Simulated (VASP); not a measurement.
Input of a VASP 6.6.1 run:

INCAR

```
  PREC = Accurate
  ENCUT = 520
  EDIFF = 1E-6
  ISMEAR = 0
  SIGMA = 0.02
  LREAL = False
  LASPH = True
  NELM = 80
  ALGO = Normal
  ISIF = 2
  LWAVE = False
  LCHARG = False
  GGA = PE
  NBANDS = 16
```

Contents of KPOINTS:

```
regular mesh
0
Gamma
  9 9 4
```

The input POSCAR:

```
AlN
1.0
    3.1302036629      0.0000000000      0.0000000000
   -1.5651018314      2.7108358911      0.0000000000
    0.0000000000      0.0000000000      5.0180193555
Al N
2 2
Direct
    0.6666666667      0.3333333333      0.4992349453
    0.3333333333      0.6666666667      0.9992349453
    0.6666666667      0.3333333333      0.8807650547
    0.3333333333      0.6666666667      0.3807650547
```

Potentials or basis: VASP PAW PBE potentials, release 64 (Al, N).

Run with:

```console
$ cat potpaw_PBE.64/Al/POTCAR potpaw_PBE.64/N/POTCAR > POTCAR
$ mpirun -np 1 vasp_std > vasp.out
```

Q: Estimate the pressure.

A: -0.3 GPa.

Q: What does it give for the band gap on the k mesh?

A: 4.04 eV, direct.

As with any semilocal functional, this PBE gap is likely too small.
